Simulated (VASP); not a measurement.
# AlGaN2 (P-4m2) in VASP: a series of runs

Runs on AlGaN2. Level: LDA. Tasks: single point.

Program: VASP 6.6.1. These are calculated values, not measurements. Logs are shortened: lines on timing, memory, paths and dates and some standing lists are left out, and cuts for length are marked.

## Step 1: The cell of the first run

It takes space group P-4m2 (No. 115, tetragonal). Conventional cell: a = 3.078 Å, b = 3.078 Å, c = 4.424 Å, α = 90.00°, β = 90.00°, γ = 90.00°. Within 2.5 Å of Al (site symmetry -4m2) lie 4 N at 1.87 Å. Within 2.6 Å of Ga (site symmetry -4m2) lie 4 N at 1.93 Å. Within 2.5 Å of N (site symmetry 2mm) lie 2 Al at 1.87 Å and 2 Ga at 1.93 Å.

## Step 2: Single point, LDA (strain -0.0200 x Voigt [1, 1, 0, 0, 0, 0])

Contents of INCAR:

```
SYSTEM = AlGaN2
  PREC = Accurate
  ENCUT = 520
  EDIFF = 1E-6
  ISMEAR = 0
  SIGMA = 0.05
  LREAL = .False.
  LASPH = .True.
  NELM = 60
  ALGO = Normal
  ISIF = 2
  LWAVE = .False.
  LCHARG = .False.
  NBANDS = 21
```

Contents of KPOINTS:

```
regular mesh
0
Gamma
  8 8 6
  0 0 0
```

Contents of POSCAR:

```
AlGaN2
1.0
    3.0780595077      0.0000000000      0.0000000000
    0.0000000000      3.0780595077      0.0000000000
    0.0000000000      0.0000000000      4.4238379400
Al Ga N
1 1 2
Direct
    0.5000000000      0.5000000000      0.5000000000
    0.0000000000      0.0000000000      0.0000000000
    0.5000000000      0.0000000000      0.7382648100
    0.0000000000      0.5000000000      0.2617351900
```

Potentials or basis: VASP PAW LDA potentials, release 64 (Al, Ga_d, N).

Started as:

```
> cat potpaw_LDA.64/Al/POTCAR potpaw_LDA.64/Ga_d/POTCAR potpaw_LDA.64/N/POTCAR > POTCAR
> mpirun -np 1 vasp_std > vasp.out
```

OUTCAR:

```text
SYSTEM = AlGaN2
   PREC = Accurate
   ENCUT = 520
   EDIFF = 1E-6
   ISMEAR = 0
   LREAL = .False.
   LASPH = .True.
   NELM = 60
   ISIF = 2

 ion  position               nearest neighbor table
   1  0.500  0.500  0.500-   3 1.87   4 1.87   3 1.87   4 1.87   2 3.10   2 3.10   2 3.10   2 3.10
                             2 3.10   2 3.10   2 3.10   2 3.10
   2  0.000  0.000  0.000-   3 1.93   4 1.93   4 1.93   3 1.93   1 3.10   1 3.10   1 3.10   1 3.10
                             1 3.10   1 3.10   1 3.10   1 3.10
   3  0.500  0.000  0.738-   1 1.87   1 1.87   2 1.93   2 1.93
   4  0.000  0.500  0.262-   1 1.87   1 1.87   2 1.93   2 1.93

  LATTYP: Found a simple tetragonal cell.
 ALAT       =     3.0780595077
 C/A-ratio  =     1.4372165090

  Lattice vectors:

 A1 = (   3.0780595077,   0.0000000000,   0.0000000000)
 A2 = (   0.0000000000,   3.0780595077,   0.0000000000)
 A3 = (   0.0000000000,   0.0000000000,   4.4238379400)

Analysis of symmetry for initial positions (statically):
=====================================================================
 Subroutine PRICEL returns:
 Original cell was already a primitive cell.

 Routine SETGRP: Setting up the symmetry group for a
 simple tetragonal supercell.

 Subroutine GETGRP returns: Found  8 space group operations
 (whereof  8 operations were pure point group operations)
 out of a pool of 16 trial point group operations.

The static configuration has the point symmetry D_2d.

Analysis of symmetry for dynamics (positions and initial velocities):
=====================================================================
 Subroutine PRICEL returns:
 Original cell was already a primitive cell.

 Routine SETGRP: Setting up the symmetry group for a
 simple tetragonal supercell.

 Subroutine GETGRP returns: Found  8 space group operations
 (whereof  8 operations were pure point group operations)
 out of a pool of 16 trial point group operations.

The dynamic configuration has the point symmetry D_2d.

 Subroutine INISYM returns: Found  8 space group operations
 (whereof  8 operations are pure point group operations),
 and found     1 'primitive' translations

----------------------------------------------------------------------------------------

                                     Primitive cell

  volume of cell :      41.9134

[... 91 lines left out ...]
   NELM   =     60;   NELMIN=  2; NELMDL= -5     # of ELM steps
   EDIFF  = 0.1E-05   stopping-criterion for ELM
   LREAL  =      F    real-space projection
   EDIFFG = 0.1E-04   stopping-criterion for IOM
   NSW    =      0    number of steps for IOM
   IBRION =     -1    ionic relax: 0-MD 1-quasi-New 2-CG
   NFREE  =      0    steps in history (QN), initial steepest desc. (CG)
   ISIF   =      2    stress and relaxation
   ISYM   =      2    0-nonsym 1-usesym 2-fastsym
   POTIM  = 0.5000    time-step for ionic-motion
   TEBEG  =    0.0;   TEEND  =   0.0 temperature during run
   PSTRESS=    0.0 pullay stress
   NELECT =      26.0000    total number of electrons
   NUPDOWN=      -1.0000    fix difference up-down
   EMIN   =  10.00;   EMAX   =-10.00  energy-range for DOS
   EFERMI =   0.00;   METHOD = LEGACY
   ISMEAR =     0;   SIGMA  =   0.05  broadening in eV -4-tet -1-fermi 0-gaus
   EFERMI_NEDOS =   21; number of points for ismear=-14 and -15
   IALGO  =     38    algorithm
   IMIX   =      4    mixing-type and parameters
     AMIX     =   0.40;   BMIX     =  1.00
     AMIX_MAG =   1.60;   BMIX_MAG =  1.00
  volume/ion in A,a.u.               =      10.48        70.71
  Fermi-wavevector in a.u.,A,eV,Ry     =   1.396202  2.638439 26.522919  1.949380
  Thomas-Fermi vector in A             =   2.519579
   LORBIT       =      0    0 simple, 1 ext, 2 COOP (PROOUT), +10 PAW based schemes
   GGA     = CA    functional components
   LHFCALC =     F    Hartree Fock is set to
   AEXX    =    0.0000 exact exchange contribution
   IVDW    =     0    specifies the selected vdW correction
   LEPSILON=     F    determine dielectric tensor
   LRPA    =     F    only Hartree local field effects (RPA)
 non-spin polarized calculation
 Gauss-broadening in eV      SIGMA  =   0.05
  energy-cutoff  :      520.00
  volume of cell :       41.91
 maximum number of plane-waves:      1148
 NGX is ok and might be reduce to    24
   NGX = 11   NGY = 11   NGZ = 17

 number of electron      26.0000002 magnetization

 Free energy of the ion-electron system (eV)
  ---------------------------------------------------
  ext. energy  EPLUGINS =         0.00000000
  ---------------------------------------------------
  free energy    TOTEN  =       -30.29815147 eV

  energy without entropy =      -30.29815147  energy(sigma->0) =      -30.29815147

 E-fermi :   6.0806     XC(G=0): -11.9217

 val. band max:        5.8447306048   @ k =   0.0000   0.0000   0.0000
 cond. band min:       8.9832590841   @ k =   0.0000   0.0000   0.0000
 fundamental gap:      3.1385284793
 Fermi energy:         6.0805831792

 k-point     1 :       0.0000    0.0000    0.0000
  band No.  band energies     occupation
      1      -9.8454      2.00000
      2      -8.3475      2.00000
      3      -7.2817      2.00000
      4      -7.2817      2.00000
      5      -7.2387      2.00000
      6      -7.0620      2.00000
[... 565 lines left out ...]
     20      18.1834      0.00000
     21      18.2684      0.00000

 [... further k-points ...]

------------------------ aborting loop because EDIFF is reached ----------------------------------------

  FORCE on cell =-STRESS in cart. coord.  units (eV):
  Direction    XX          YY          ZZ          XY          YZ          ZX
  --------------------------------------------------------------------------------------
  -------------------------------------------------------------------------------------
  Total        1.3501078      1.3501078      0.5498279      0.0000000      0.0000000     -0.0000000
  in kB       51.6090432     51.6090432     21.0176469      0.0000000      0.0000000     -0.0000000
  external PRESSURE =      41.4119111 kB  Pullay stress =       0.0000000 kB

 VOLUME and BASIS-vectors are now :
 -----------------------------------------------------------------------------
  energy-cutoff  :      520.00
  volume of cell :       41.91
      direct lattice vectors                 reciprocal lattice vectors
     3.078059508  0.000000000  0.000000000     0.324880009  0.000000000  0.000000000
     0.000000000  3.078059508  0.000000000     0.000000000  0.324880009  0.000000000
     0.000000000  0.000000000  4.423837940     0.000000000  0.000000000  0.226048064

 POSITION                                       TOTAL-FORCE (eV/Angst)
 -----------------------------------------------------------------------------------
      1.53903      1.53903      2.21192        -0.000000      0.000000      0.000000
      0.00000      0.00000      0.00000        -0.000000     -0.000000      0.000000
      1.53903      0.00000      3.26596         0.000000     -0.000000      0.215424
      0.00000      1.53903      1.15787        -0.000000     -0.000000     -0.215424
 -----------------------------------------------------------------------------------
    total drift:                                0.000000      0.000000     -0.000000

  FREE ENERGIE OF THE ION-ELECTRON SYSTEM (eV)
  ---------------------------------------------------
  free  energy   TOTEN  =       -30.2981514705 eV

  energy  without entropy=      -30.2981514705  energy(sigma->0) =      -30.29815147
```

Wall time 45 s (1 thread of Intel Xeon 8259CL, shared host); peak memory 0.17 GiB.

Results:

```
Free energy            : -30.2982 eV
Pressure               : 4.1 GPa
Largest force          : 0.215 eV/Å
Band gap on the k mesh : 3.14 eV, direct
```

Forces on the atoms (eV/Å):
```
Al   0.000  0.000  0.000
Ga   0.000  0.000  0.000
N    0.000  0.000  0.215
N    0.000  0.000 -0.215
```

Levels at points of the mesh, in eV from the valence-band top:
```tsv
k point	band 11	band 12	band 13	band 14	band 15	band 16
(0.00, 0.00, 0.00)	-0.35	0.00	0.00	3.14	3.59	7.87
(0.50, 0.00, 0.00)	-3.13	-0.98	-0.65	7.20	7.35	8.25
(0.50, 0.50, 0.00)	-2.46	-2.46	-2.44	3.18	3.18	6.23
(0.00, 0.00, 0.50)	-1.60	-1.00	-1.00	5.33	5.44	8.11
(0.50, 0.00, 0.50)	-0.96	-0.76	-0.53	5.37	6.74	9.28
(0.50, 0.50, 0.50)	-3.42	-3.42	-3.41	6.04	6.04	9.03
```

Caveat: the cell differs from its parent crystal (strain -0.0200 x Voigt [1, 1, 0, 0, 0, 0]). A k mesh can miss the band edges.

## Step 3: Single point, LDA (strain -0.0150 x Voigt [1, 1, 0, 0, 0, 0])

Contents of INCAR:

```
ALGO     = Normal         # electronic algorithm
EDIFF    = 1E-6           # SCF threshold, eV
ENCUT    = 520            # plane-wave cutoff, eV
ISIF     = 2              # what is computed and relaxed
ISMEAR   = 0              # smearing method
LASPH    = True           # aspherical terms in the spheres
LCHARG   = False          # write CHGCAR
LREAL    = False          # projectors in reciprocal space
LWAVE    = False          # write WAVECAR
NBANDS   = 21             # bands
NELM     = 60             # most SCF steps
PREC     = Accurate       # precision mode
SIGMA    = 0.05           # smearing width, eV
```

Contents of KPOINTS:

```
k-points
0
Gamma
  8 8 6
```

Changes to POSCAR since step 2:

```diff
@@ -2,4 +2,4 @@
 1.0
-    3.0780595077      0.0000000000      0.0000000000
-    0.0000000000      3.0780595077      0.0000000000
+    3.0937638930      0.0000000000      0.0000000000
+    0.0000000000      3.0937638930      0.0000000000
     0.0000000000      0.0000000000      4.4238379400
```

Potentials or basis: VASP PAW LDA potentials, release 64 (Al, Ga_d, N).

Started as:

```
> cat potpaw_LDA.64/Al/POTCAR potpaw_LDA.64/Ga_d/POTCAR potpaw_LDA.64/N/POTCAR > POTCAR
> mpirun -np 1 vasp_std > vasp.out
```

Run time: 52 s. Hardware: 1 thread of Intel Xeon 8259CL, shared host; peak memory 0.18 GiB.

It converged, with:

| Quantity | Value |
| --- | --- |
| Free energy | -30.3088 eV |
| Pressure | 1.9 GPa |
| Largest force | 0.204 eV/Å |
| Band gap on the k mesh | 3.07 eV, direct |

Forces in eV/Å, atoms in the order of the input:
```
Al   0.000  0.000  0.000
Ga   0.000  0.000  0.000
N    0.000  0.000  0.204
N    0.000  0.000 -0.204
```

Stress tensor (GPa, compression positive):
```
2.69 0.00 0.00
0.00 2.69 0.00
0.00 0.00 0.37
```

Levels at points of the mesh, in eV from the valence-band top:
```tsv
k point	band 11	band 12	band 13	band 14	band 15	band 16
(0.00, 0.00, 0.00)	-0.33	0.00	0.00	3.07	3.56	7.77
(0.50, 0.00, 0.00)	-3.08	-0.98	-0.66	7.16	7.27	8.17
(0.50, 0.50, 0.00)	-2.41	-2.41	-2.40	3.19	3.19	6.21
(0.00, 0.00, 0.50)	-1.59	-1.00	-1.00	5.29	5.41	8.03
(0.50, 0.00, 0.50)	-0.96	-0.72	-0.54	5.30	6.67	9.23
(0.50, 0.50, 0.50)	-3.38	-3.38	-3.38	6.06	6.06	8.94
```

Caveat: the cell differs from its parent crystal (strain -0.0150 x Voigt [1, 1, 0, 0, 0, 0]).

## Step 4: Single point, LDA (strain -0.0100 x Voigt [1, 1, 0, 0, 0, 0])

Contents of INCAR:

```
PREC = Accurate
ENCUT = 520
EDIFF = 1E-7
ISMEAR = 0
SIGMA = 0.05
LREAL = F
LASPH = T
NELM = 80
ALGO = Normal
ISIF = 2
LWAVE = F
LCHARG = F
NBANDS = 21
```

Contents of KPOINTS:

```
regular mesh
0
Gamma
  8 8 6
```

Changes to POSCAR since step 3:

```diff
@@ -2,4 +2,4 @@
 1.0
-    3.0937638930      0.0000000000      0.0000000000
-    0.0000000000      3.0937638930      0.0000000000
+    3.1094682782      0.0000000000      0.0000000000
+    0.0000000000      3.1094682782      0.0000000000
     0.0000000000      0.0000000000      4.4238379400
```

Started as:

```
> cat potpaw_LDA.64/Al/POTCAR potpaw_LDA.64/Ga_d/POTCAR potpaw_LDA.64/N/POTCAR > POTCAR
> mpirun -np 1 vasp_std > vasp.out
```

Run time: 49 s. Hardware: 1 thread of Intel Xeon 8259CL, shared host; peak memory 0.18 GiB.

The run converged. Its results:

- Free energy: -30.3131 eV
- Pressure: -0.2 GPa
- Largest force: 0.192 eV/Å
- Band gap on the k mesh: 3.00 eV, direct

Forces on the atoms (eV/Å):
```
Al   0.000  0.000  0.000
Ga   0.000  0.000  0.000
N    0.000  0.000  0.192
N    0.000  0.000 -0.192
```

Stress tensor (GPa, compression positive):
```
 0.32  0.00  0.00
 0.00  0.32  0.00
 0.00  0.00 -1.28
```

Levels at points of the mesh, in eV from the valence-band top:
| k point | band 11 | band 12 | band 13 | band 14 | band 15 | band 16 |
| --- | --- | --- | --- | --- | --- | --- |
| (0.00, 0.00, 0.00) | -0.30 | 0.00 | 0.00 | 3.00 | 3.54 | 7.66 |
| (0.50, 0.00, 0.00) | -3.02 | -0.99 | -0.67 | 7.13 | 7.18 | 8.08 |
| (0.50, 0.50, 0.00) | -2.36 | -2.36 | -2.36 | 3.20 | 3.20 | 6.19 |
| (0.00, 0.00, 0.50) | -1.58 | -1.00 | -1.00 | 5.26 | 5.39 | 7.95 |
| (0.50, 0.00, 0.50) | -0.94 | -0.69 | -0.55 | 5.24 | 6.61 | 9.17 |
| (0.50, 0.50, 0.50) | -3.34 | -3.34 | -3.34 | 6.08 | 6.08 | 8.85 |

Caveat: the cell differs from its parent crystal (strain -0.0100 x Voigt [1, 1, 0, 0, 0, 0]). A k mesh can miss the band edges.

## Step 5: Summary

```tsv
cell	gap on the mesh (eV)	pressure (GPa)	largest force (eV/Å)
a = 3.078, b = 3.078, c = 4.424 Å, 4 atoms	3.14	4.1	0.22
a = 3.094, b = 3.094, c = 4.424 Å, 4 atoms	3.07	1.9	0.20
a = 3.109, b = 3.109, c = 4.424 Å, 4 atoms	3.00	-0.2	0.19
```

Alike in all rows: task single point; level LDA; potentials or basis VASP PAW LDA potentials, release 64 (Al, Ga_d, N); no spin polarisation; k mesh 8 × 8 × 6; cutoff (eV) 520; smearing gaussian 0.05 eV.

Absolute energies hang on the potentials; compare differences alone.
